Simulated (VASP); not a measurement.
A run of VASP 6.6.1 is set up as follows.

Contents of INCAR:

```
SYSTEM = Ni
PREC     = Accurate       ! precision mode
ENCUT    = 520            ! plane-wave cutoff, eV
EDIFF    = 1E-6           ! SCF threshold, eV
ISMEAR   = -1             ! smearing method
SIGMA    = 0.1            ! smearing width, eV
LREAL    = .False.        ! projectors in reciprocal space
LASPH    = .True.         ! aspherical terms in the spheres
NELM     = 150            ! most SCF steps
ALGO     = Normal         ! electronic algorithm
ISIF     = 2              ! what is computed and relaxed
LWAVE    = .False.        ! write WAVECAR
LCHARG   = .False.        ! write CHGCAR
ISPIN    = 2              ! spin polarisation
MAGMOM   = 1.69           ! initial moments
LORBIT   = 11             ! projections on sites
NUPDOWN  = 1.69           ! fixed moment
LMAXMIX  = 4              ! l up to which the mixer works
GGA      = PE             ! functional
NBANDS   = 15             ! bands
```

KPOINTS

```
regular mesh
0
Gamma
  12 12 12
  0 0 0
```

POSCAR

```
Ni
1.0
    0.0000000000      1.7673500000      1.7673500000
    1.7673500000      0.0000000000      1.7673500000
    1.7673500000      1.7673500000      0.0000000000
Ni
1
Direct
    0.0000000000      0.0000000000      0.0000000000
```

Potentials or basis: VASP PAW PBE potentials, release 64 (Ni).

Run with:

```console
$ cat potpaw_PBE.64/Ni/POTCAR > POTCAR
$ mpirun -np 1 vasp_std > vasp.out
```

(1) Predict the pressure.

Results:

(1) 13.5 GPa.

Caveat: the total moment is fixed, so each spin has its own Fermi level.
